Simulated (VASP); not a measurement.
# Zr3TiN4 (P4/mmm) in VASP: further runs

The runs below take Zr3TiN4 through single point, with PBE, revPBE.

Everything below comes from runs of VASP 6.6.1. Logs are shortened: lines on timing, memory, paths and dates and some standing lists are left out, and cuts for length are marked.

## Step 1: The cell of the first run

The structure is tetragonal, space group P4/mmm (No. 123). The conventional cell has a = 3.206 Å, b = 3.206 Å, c = 9.033 Å, α = 90.00°, β = 90.00°, γ = 90.00°. Within 2.9 Å of Zr (site symmetry 4mm) lie 6 N at 2.18 to 2.33 Å. Zr (site symmetry 4/mmm) has 6 N at 2.27 to 2.32 Å within 3.0 Å. Ti (site symmetry 4/mmm) has 6 N at 2.19 to 2.27 Å within 2.9 Å. N (site symmetry 4/mmm) has 2 Zr at 2.18 Å and 4 Ti at 2.27 Å within 2.9 Å. Within 2.9 Å of N (site symmetry 4mm) lie 1 Ti at 2.19 Å and 5 Zr at 2.27 to 2.32 Å. N (site symmetry 4/mmm) has 6 Zr at 2.27 to 2.33 Å within 3.0 Å.

## Step 2: Single point, PBE

The input, INCAR:

```
SYSTEM = Zr3TiN4
  ALGO = Normal
  EDIFF = 1E-6
  ENCUT = 600
  GGA = PE
  GGA_COMPAT = .FALSE.
  ISIF = 2
  ISMEAR = -1
  LASPH = .TRUE.
  LCHARG = .TRUE.
  LELF = .TRUE.
  LREAL = .FALSE.
  LVHAR = .TRUE.
  LWAVE = .FALSE.
  NBANDS = 44
  NELM = 120
  PREC = Accurate
  SIGMA = 0.15
```

The input, KPOINTS:

```
k-points
0
G
  12 12 4
  0 0 0
```

The input, POSCAR:

```
Zr3TiN4
1.0
    3.2055393874      0.0000000000      0.0000000000
    0.0000000000      3.2055393874      0.0000000000
    0.0000000000      0.0000000000      9.0330151749
Zr Ti N
3 1 4
Direct
    0.0000000000      0.0000000000      0.7415285873
    0.0000000000      0.0000000000      0.2584714127
    0.5000000000      0.5000000000      0.0000000000
    0.5000000000      0.5000000000      0.5000000000
    0.0000000000      0.0000000000      0.5000000000
    0.5000000000      0.5000000000      0.2573546307
    0.0000000000      0.0000000000      0.0000000000
    0.5000000000      0.5000000000      0.7426453693
```

Potentials or basis: VASP PAW PBE potentials, release 64 (Zr_sv, Ti_sv, N).

Command:

```sh
> cat potpaw_PBE.64/Zr_sv/POTCAR potpaw_PBE.64/Ti_sv/POTCAR potpaw_PBE.64/N/POTCAR > POTCAR
> mpirun -np 1 vasp_std > vasp.out
```

OUTCAR:

```text
SYSTEM = Zr3TiN4
   EDIFF = 1E-6
   ENCUT = 600
   GGA = PE
   ISIF = 2
   ISMEAR = -1
   LASPH = .TRUE.
   LREAL = .FALSE.
   NELM = 120
   PREC = Accurate

 ion  position               nearest neighbor table
   1  0.000  0.000  0.742-   5 2.18   8 2.27   8 2.27   8 2.27   8 2.27   7 2.33   4 3.15   4 3.15
                             4 3.15   4 3.15   3 3.25   3 3.25   3 3.25   3 3.25
   2  0.000  0.000  0.258-   5 2.18   6 2.27   6 2.27   6 2.27   6 2.27   7 2.33   4 3.15   4 3.15
                             4 3.15   4 3.15   3 3.25   3 3.25   3 3.25   3 3.25
   3  0.500  0.500  0.000-   7 2.27   7 2.27   7 2.27   7 2.27   8 2.32   6 2.32   2 3.25   2 3.25
                             1 3.25   2 3.25   1 3.25   1 3.25   2 3.25   1 3.25
   4  0.500  0.500  0.500-   6 2.19   8 2.19   5 2.27   5 2.27   5 2.27   5 2.27   2 3.15   2 3.15
                             1 3.15   2 3.15   1 3.15   1 3.15   2 3.15   1 3.15
   5  0.000  0.000  0.500-   1 2.18   2 2.18   4 2.27   4 2.27   4 2.27   4 2.27
   6  0.500  0.500  0.257-   4 2.19   2 2.27   2 2.27   2 2.27   2 2.27   3 2.32
   7  0.000  0.000  0.000-   3 2.27   3 2.27   3 2.27   3 2.27   1 2.33   2 2.33
   8  0.500  0.500  0.743-   4 2.19   1 2.27   1 2.27   1 2.27   1 2.27   3 2.32

  LATTYP: Found a simple tetragonal cell.
 ALAT       =     3.2055393874
 C/A-ratio  =     2.8179392243

  Lattice vectors:

 A1 = (   3.2055393874,   0.0000000000,   0.0000000000)
 A2 = (   0.0000000000,   3.2055393874,   0.0000000000)
 A3 = (   0.0000000000,   0.0000000000,   9.0330151749)

Analysis of symmetry for initial positions (statically):
=====================================================================
 Subroutine PRICEL returns:
 Original cell was already a primitive cell.

 Routine SETGRP: Setting up the symmetry group for a
 simple tetragonal supercell.

 Subroutine GETGRP returns: Found 16 space group operations
 (whereof 16 operations were pure point group operations)
 out of a pool of 16 trial point group operations.

The static configuration has the point symmetry D_4h.

Analysis of symmetry for dynamics (positions and initial velocities):
=====================================================================
 Subroutine PRICEL returns:
 Original cell was already a primitive cell.

 Routine SETGRP: Setting up the symmetry group for a
 simple tetragonal supercell.

 Subroutine GETGRP returns: Found 16 space group operations
 (whereof 16 operations were pure point group operations)
 out of a pool of 16 trial point group operations.

The dynamic configuration has the point symmetry D_4h.

 Subroutine INISYM returns: Found 16 space group operations
 (whereof 16 operations are pure point group operations),
 and found     1 'primitive' translations

----------------------------------------------------------------------------------------

                                     Primitive cell

  volume of cell :      92.8186

  direct lattice vectors                    reciprocal lattice vectors
     3.205539387  0.000000000  0.000000000     0.311959979  0.000000000  0.000000000
     0.000000000  3.205539387  0.000000000     0.000000000  0.311959979  0.000000000
     0.000000000  0.000000000  9.033015175     0.000000000  0.000000000  0.110705006

  length of vectors
     3.205539387  3.205539387  9.033015175     0.311959979  0.311959979  0.110705006

  position of ions in fractional coordinates (direct lattice)
     0.000000000  0.000000000  0.741528587
     0.000000000  0.000000000  0.258471413
     0.500000000  0.500000000  0.000000000
     0.500000000  0.500000000  0.500000000
     0.000000000  0.000000000  0.500000000
     0.500000000  0.500000000  0.257354631
     0.000000000  0.000000000  0.000000000
     0.500000000  0.500000000  0.742645369

  ion indices of the primitive-cell ions
   primitive index   ion index
                 1           1
                 2           2
                 3           3
                 4           4
                 5           5
                 6           6
                 7           7
                 8           8

----------------------------------------------------------------------------------------

 KPOINTS: k-points

Automatic generation of k-mesh.
 Grid dimensions read from file:
 generate k-points for:   12   12    4

 Generating k-lattice:

  Cartesian coordinates                     Fractional coordinates (reciprocal lattice)
     0.025996665  0.000000000  0.000000000     0.083333333  0.000000000  0.000000000
     0.000000000  0.025996665  0.000000000     0.000000000  0.083333333  0.000000000
     0.000000000  0.000000000  0.027676252     0.000000000  0.000000000  0.250000000

  Length of vectors
     0.025996665  0.025996665  0.027676252

  Shift w.r.t. Gamma in fractional coordinates (k-lattice)
     0.000000000  0.000000000  0.000000000

 Subroutine IBZKPT returns following result:
 ===========================================

 Found     84 irreducible k-points:

 Following reciprocal coordinates:
            Coordinates               Weight
  0.000000  0.000000  0.000000      1.000000
  0.083333  0.000000  0.000000      4.000000
  0.166667  0.000000  0.000000      4.000000
  0.250000  0.000000  0.000000      4.000000
  0.333333  0.000000  0.000000      4.000000
  0.416667  0.000000  0.000000      4.000000
[... 16 lines left out ...]
  0.333333  0.333333  0.000000      4.000000
  0.416667  0.333333  0.000000      8.000000
 [... further k-points ...]
   k-points           NKPTS =     84   k-points in BZ     NKDIM =     84   number of bands    NBANDS=     44
   number of dos      NEDOS =    301   number of ions     NIONS =      8
   total plane-waves  NPLWV =  56448
   dimension x,y,z NGX =    28 NGY =   28 NGZ =   72
   dimension x,y,z NGXF=    56 NGYF=   56 NGZF=  144
   ions per type =               3   1   4
   NGX,Y,Z   is equivalent  to a cutoff of  14.52, 14.52, 13.25 a.u.
   NGXF,Y,Z  is equivalent  to a cutoff of  29.04, 29.04, 26.50 a.u.
 SYSTEM =  Zr3TiN4
   PREC   = accura    normal or accurate (medium, high low for compatibility)
   ISTART =      0    job   : 0-new  1-cont  2-samecut
   ICHARG =      2    charge: 1-file 2-atom 10-const
   ISPIN  =      1    spin polarized calculation?
   LNONCOLLINEAR =      F non collinear calculations
   LSORBIT =      F    spin-orbit coupling
   LASPH  =      T    aspherical Exc in radial PAW
   ENCUT  =  600.0 eV  44.10 Ry    6.64 a.u.   6.40  6.40 18.04*2*pi/ulx,y,z
   NELM   =    120;   NELMIN=  2; NELMDL= -5     # of ELM steps
   EDIFF  = 0.1E-05   stopping-criterion for ELM
   LREAL  =      F    real-space projection
[... 7 lines left out ...]
   TEBEG  =    0.0;   TEEND  =   0.0 temperature during run
   PSTRESS=    0.0 pullay stress
   NELECT =      68.0000    total number of electrons
   NUPDOWN=      -1.0000    fix difference up-down
   EMIN   =  10.00;   EMAX   =-10.00  energy-range for DOS
   EFERMI =   0.00;   METHOD = LEGACY
   ISMEAR =    -1;   SIGMA  =   0.15  broadening in eV -4-tet -1-fermi 0-gaus
   EFERMI_NEDOS =   21; number of points for ismear=-14 and -15
   IALGO  =     38    algorithm
   IMIX   =      4    mixing-type and parameters
     AMIX     =   0.40;   BMIX     =  1.00
     AMIX_MAG =   1.60;   BMIX_MAG =  1.00
  volume/ion in A,a.u.               =      11.60        78.30
  Fermi-wavevector in a.u.,A,eV,Ry     =   1.475818  2.788892 29.634017  2.178039
  Thomas-Fermi vector in A             =   2.590421
   LORBIT       =      0    0 simple, 1 ext, 2 COOP (PROOUT), +10 PAW based schemes
   GGA     = PE    functional components
   LHFCALC =     F    Hartree Fock is set to
   AEXX    =    0.0000 exact exchange contribution
   IVDW    =     0    specifies the selected vdW correction
   LEPSILON=     F    determine dielectric tensor
   LRPA    =     F    only Hartree local field effects (RPA)
 non-spin polarized calculation
  energy-cutoff  :      600.00
  volume of cell :       92.82
 maximum number of plane-waves:      3124
 NGX is ok and might be reduce to    28
   NGX = 13   NGY = 13   NGZ = 37

 number of electron      68.0000003 magnetization

 Free energy of the ion-electron system (eV)
  ---------------------------------------------------
  ext. energy  EPLUGINS =         0.00000000
  ---------------------------------------------------
  free energy    TOTEN  =       -80.53100849 eV

  energy without entropy =      -80.29983330  energy(sigma->0) =      -80.41542090

 E-fermi :  11.6164     XC(G=0): -12.5202

 val. band max:       11.6078805022   @ k =   0.2500   0.0833   0.2500
 cond. band min:      11.6178894004   @ k =   0.0833   0.0833   0.2500
 fundamental gap:      0.0100088982
 Fermi energy:        11.6163510961

 k-point     1 :       0.0000    0.0000    0.0000
  band No.  band energies     occupation
      1     -46.2903      2.00000
      2     -37.8996      2.00000
      3     -37.7713      2.00000
      4     -37.7398      2.00000
      5     -22.5378      2.00000
      6     -22.5067      2.00000
[... 36 lines left out ...]
     43      13.7200      0.00000
     44      14.1992      0.00000

 k-point     2 :       0.0833    0.0000    0.0000
  band No.  band energies     occupation
      1     -46.2894      2.00000
      2     -37.8942      2.00000
      3     -37.7676      2.00000
      4     -37.7378      2.00000
      5     -22.5368      2.00000
      6     -22.5185      2.00000
[... 36 lines left out ...]
     43      14.1422      0.00000
     44      14.6615      0.00000

 k-point     3 :       0.1667    0.0000    0.0000
  band No.  band energies     occupation
      1     -46.2868      2.00000
      2     -37.8794      2.00000
      3     -37.7574      2.00000
      4     -37.7326      2.00000
      5     -22.5508      2.00000
      6     -22.5342      2.00000
[... 36 lines left out ...]
     43      14.6291      0.00000
     44      14.8006      0.00000

 k-point     4 :       0.2500    0.0000    0.0000
  band No.  band energies     occupation
      1     -46.2834      2.00000
      2     -37.8585      2.00000
      3     -37.7434      2.00000
      4     -37.7261      2.00000
      5     -22.5946      2.00000
      6     -22.5307      2.00000
[... 882 lines left out ...]
     43      15.2361      0.00000
     44      15.4537      0.00000

 k-point    23 :       0.3333    0.3333    0.0000
  band No.  band energies     occupation
      1     -46.2699      2.00000
      2     -37.7898      2.00000
      3     -37.6893      2.00000
      4     -37.6877      2.00000
      5     -22.6157      2.00000
      6     -22.6087      2.00000
[... 36 lines left out ...]
     43      15.0178      0.00000
     44      15.0946      0.00000

 k-point    24 :       0.4167    0.3333    0.0000
  band No.  band energies     occupation
      1     -46.2675      2.00000
      2     -37.7781      2.00000
      3     -37.6798      2.00000
      4     -37.6795      2.00000
      5     -22.6417      2.00000
      6     -22.6058      2.00000
[... 36 lines left out ...]
     43      15.3523      0.00000
     44      15.6269      0.00000

 [... further k-points ...]
[... 5 lines left out ...]
  --------------------------------------------------------------------------------------
  -------------------------------------------------------------------------------------
  Total        0.0780953      0.0780953      0.0954434      0.0000000      0.0000000      0.0000000
  in kB        1.3480327      1.3480327      1.6474847      0.0000000      0.0000000      0.0000000
  external PRESSURE =       1.4478500 kB  Pullay stress =       0.0000000 kB

 VOLUME and BASIS-vectors are now :
 -----------------------------------------------------------------------------
  energy-cutoff  :      600.00
  volume of cell :       92.82
      direct lattice vectors                 reciprocal lattice vectors
     3.205539387  0.000000000  0.000000000     0.311959979  0.000000000  0.000000000
     0.000000000  3.205539387  0.000000000     0.000000000  0.311959979  0.000000000
     0.000000000  0.000000000  9.033015175     0.000000000  0.000000000  0.110705006

 POSITION                                       TOTAL-FORCE (eV/Angst)
 -----------------------------------------------------------------------------------
      0.00000      0.00000      6.69824         0.000000      0.000000     -0.000563
      0.00000      0.00000      2.33478         0.000000      0.000000      0.000563
      1.60277      1.60277      0.00000         0.000000      0.000000      0.000000
      1.60277      1.60277      4.51651         0.000000      0.000000      0.000000
      0.00000      0.00000      4.51651         0.000000      0.000000      0.000000
      1.60277      1.60277      2.32469        -0.000000      0.000000     -0.010668
      0.00000      0.00000      0.00000         0.000000      0.000000      0.000000
      1.60277      1.60277      6.70833         0.000000     -0.000000      0.010668
 -----------------------------------------------------------------------------------
    total drift:                                0.000000      0.000000      0.000000

  FREE ENERGIE OF THE ION-ELECTRON SYSTEM (eV)
  ---------------------------------------------------
  free  energy   TOTEN  =       -80.5310084948 eV

  energy  without entropy=      -80.2998332971  energy(sigma->0) =      -80.41542090
```

Run time: 16 min. Hardware: 1 thread of Oxide Virtual Turin-like, shared host; peak memory 0.44 GiB.

Results:

```yaml
Free_energy: -80.5310 eV
Pressure: 0.1 GPa
Largest_force: 0.011 eV/Å
Band_gap_on_the_k_mesh: zero (bands 34 and 35 overlap by 3.09 eV)
```

Forces on the atoms (eV/Å):
```
Zr   0.000  0.000 -0.001
Zr   0.000  0.000  0.001
Zr   0.000  0.000  0.000
Ti   0.000  0.000  0.000
N    0.000  0.000  0.000
N    0.000  0.000 -0.011
N    0.000  0.000  0.000
N    0.000  0.000  0.011
```

## Step 3: Single point, revPBE

This run uses another cell than the first one, of 11.74 Å³/atom.

The input, INCAR:

```
SYSTEM = Zr3TiN4
PREC     = Accurate       ! precision mode
ENCUT    = 600            ! plane-wave cutoff, eV
EDIFF    = 1E-6           ! SCF threshold, eV
ISMEAR   = -1             ! smearing method
SIGMA    = 0.15           ! smearing width, eV
LREAL    = .False.        ! projectors in reciprocal space
LASPH    = .True.         ! aspherical terms in the spheres
NELM     = 120            ! most SCF steps
ALGO     = Normal         ! electronic algorithm
ISIF     = 2              ! what is computed and relaxed
LWAVE    = .False.        ! write WAVECAR
LCHARG   = .True.         ! write CHGCAR
GGA      = RE             ! functional
LELF     = .True.         ! ELF
LVHAR    = .True.       
NBANDS   = 44             ! bands
GGA_COMPAT= .False.
```

The input, KPOINTS:

```
regular mesh
0
Gamma
  12 12 4
  0 0 0
```

The input, POSCAR:

```
Zr3TiN4
1.0
    3.2182311438      0.0000000000      0.0000000000
    0.0000000000      3.2182311438      0.0000000000
    0.0000000000      0.0000000000      9.0698741217
Zr Ti N
3 1 4
Direct
    0.0000000000      0.0000000000      0.7413477008
    0.0000000000      0.0000000000      0.2586522992
    0.5000000000      0.5000000000      0.0000000000
    0.5000000000      0.5000000000      0.5000000000
    0.0000000000      0.0000000000      0.5000000000
    0.5000000000      0.5000000000      0.2571690716
    0.0000000000      0.0000000000      0.0000000000
    0.5000000000      0.5000000000      0.7428309284
```

Potentials or basis: VASP PAW PBE potentials, release 64 (Zr_sv, Ti_sv, N).

Command:

```sh
> cat potpaw_PBE.64/Zr_sv/POTCAR potpaw_PBE.64/Ti_sv/POTCAR potpaw_PBE.64/N/POTCAR > POTCAR
> mpirun -np 1 vasp_std > vasp.out
```

Run time: 15 min. Hardware: 1 thread of Oxide Virtual Turin-like, shared host; peak memory 0.45 GiB.

The run converged. Its results:

| Item | Value |
| --- | --- |
| Free energy | -77.3675 eV |
| Pressure | 0.1 GPa |
| Largest force | 0.011 eV/Å |
| Band gap on the k mesh | zero (bands 34 and 35 overlap by 3.04 eV) |

Forces in eV/Å, atoms in the order of the input:
```
Zr   0.000  0.000  0.000
Zr   0.000  0.000  0.000
Zr   0.000  0.000  0.000
Ti   0.000  0.000  0.000
N    0.000  0.000  0.000
N    0.000  0.000 -0.011
N    0.000  0.000  0.000
N    0.000  0.000  0.011
```

Levels at points of the mesh, in eV from the Fermi level:
```
           k point  band 31  band 32  band 33  band 34  band 35  band 36  band 37  band 38
(0.00, 0.00, 0.00)    -2.49    -2.49    -2.48    -2.16    -1.95    -0.42    -0.42    -0.38
(0.50, 0.00, 0.00)    -4.78    -4.29     0.83     1.08     1.27     1.95     2.03     2.49
(0.50, 0.50, 0.00)    -3.17    -3.07    -3.07    -2.90     0.75     0.75     1.37     1.37
(0.00, 0.00, 0.50)    -2.96    -2.95    -2.95    -2.80    -1.10    -0.81     0.32     0.32
(0.50, 0.00, 0.50)    -4.82    -4.77     0.95     0.95     1.24     2.04     2.10     2.21
(0.50, 0.50, 0.50)    -4.05    -4.05    -1.34    -1.34    -1.17    -1.17     1.73     1.91
```

Caveat: the PAW data sets were made with another functional, which shifts forces and pressure a little.
